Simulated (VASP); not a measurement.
Set up this calculation in VASP 6.6.1, as the native input.

```
Task                   : single point
Functional             : PBEsol
Potentials or basis    : VASP PAW PBE potentials, release 64 (Ir)
Cutoff                 : 520 eV
k mesh                 : 20 × 20 × 14
Occupations            : gaussian, width 0.1 eV
Spin                   : no spin polarisation
Dipole correction      : no
Further INCAR settings : ALGO = Fast; EDIFF = 1e-07; NBANDS = 16
```

The structure of Ir lies in POSCAR:

```
Ir
1.0
    1.8959206462      1.8959206462      0.0000000000
   -1.8959206462      1.8959206462      0.0000000000
    0.0000000000      0.0000000000      3.8531235759
Ir
2
Direct
    0.0000000000      0.0000000000      0.0000000000
    0.5000000000      0.5000000000      0.5000000000
```

This cell differs from its parent crystal: biaxial strain in the a-b plane: -1.0 %.

The input as run:

INCAR

```
PREC = Accurate ; ENCUT = 520
EDIFF = 1E-7 ; ISMEAR = 0
SIGMA = 0.1 ; LREAL = F
LASPH = T ; NELM = 60
ALGO = Fast ; ISIF = 2
LWAVE = F ; LCHARG = F
GGA = PS ; NBANDS = 16
```

KPOINTS

```
regular mesh
0
Gamma
  20 20 14
```

Potentials or basis: VASP PAW PBE potentials, release 64 (Ir).

Command:

```sh
$ cat potpaw_PBE.64/Ir/POTCAR > POTCAR
$ mpirun -np 1 vasp_std > vasp.out
```

It gave:

```yaml
Pressure: 6.9 GPa
Band_gap_on_the_k_mesh: zero (bands 9 and 10 overlap by 3.56 eV)
```

Caveat: the cell differs from its parent crystal (biaxial strain in the a-b plane: -1.0 %); the stress differs along the axes, from 3 to 9 GPa; the PAW data sets were made with another functional, which shifts forces and pressure a little; spin-orbit coupling is left out, which moves the levels of the heavy elements.

Run time: 95 s on 1 thread of Intel(R) Xeon(R) 6975P-C (Granite Rapids) (shared host), peak memory 0.29 GiB.
